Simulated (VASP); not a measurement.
A run of VASP 6.6.1:

The input INCAR:

```
  PREC = Accurate
  ENCUT = 600
  EDIFF = 1E-7
  ISMEAR = -1
  SIGMA = 0.05
  LREAL = F
  LASPH = T
  NELM = 80
  ALGO = Normal
  ISIF = 3
  LWAVE = F
  LCHARG = F
  GGA = PE
  IBRION = 2
  NSW = 60
  EDIFFG = -0.005
  PSTRESS = 660.0
```

File KPOINTS:

```
Automatic mesh
0
Gamma
  14 14 14
```

Contents of POSCAR:

```
Se
1.0
    1.6792997680     -0.9695441731      2.9667629236
    0.0000000000      1.9390883463      2.9667629236
   -1.6792997680     -0.9695441731      2.9667629236
Se
2
Direct
    0.2320000000      0.2320000000      0.2320000000
   -0.2320000000     -0.2320000000     -0.2320000000
```

Potentials or basis: VASP PAW PBE potentials, release 64 (Se).

The run is started by

```console
$ cat potpaw_PBE.64/Se/POTCAR > POTCAR
$ mpirun -np 1 vasp_std > vasp.out
```

Hardware: 1 thread of AMD EPYC 9755 128-Core Processor (shared host).

Question: How long does it take, and how much memory?

Answer: It took 34 min on 1 thread of AMD EPYC 9755 128-Core Processor (shared host), peak memory 0.22 GiB. Counts: scf iterations 283, k points 288, ion steps 42.
